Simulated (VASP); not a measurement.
A run of VASP 6.6.1 is set up as follows.

INCAR

```
PREC = Accurate
ENCUT = 520
EDIFF = 1E-7
ISMEAR = 0
SIGMA = 0.1
LREAL = False
LASPH = True
NELM = 80
ALGO = Normal
ISIF = 2
LWAVE = False
LCHARG = False
GGA = PE
NBANDS = 42
```

KPOINTS

```
regular mesh
0
Gamma
  10 10 10
```

File POSCAR:

```
Ge2Sb
1.0
   -2.6461456534      2.6461456534      4.9270494210
    2.6461456534     -2.6461456534      4.9270494210
    2.6461456534      2.6461456534     -4.9270494210
Ge Sb
4 2
Direct
    0.3651623477      0.3651623477      0.0000000000
    0.1151623477      0.6151623477      0.5000000000
    0.3848376523      0.8848376523      0.5000000000
    0.6348376523      0.6348376523      0.0000000000
    0.0000000000      0.0000000000      0.0000000000
    0.7500000000      0.2500000000      0.5000000000
```

Potentials or basis: VASP PAW PBE potentials, release 64 (Ge_d, Sb).

Launch:

```bash
$ cat potpaw_PBE.64/Ge_d/POTCAR potpaw_PBE.64/Sb/POTCAR > POTCAR
$ mpirun -np 1 vasp_std > vasp.out
```

Question: Estimate the band gap on the k mesh.

Answer: Zero (bands 33 and 34 overlap by 3.65 eV).

Question: What does it give for the pressure?

Answer: 0.0 GPa.

Caveat: spin-orbit coupling is left out, which moves the levels of the heavy elements.
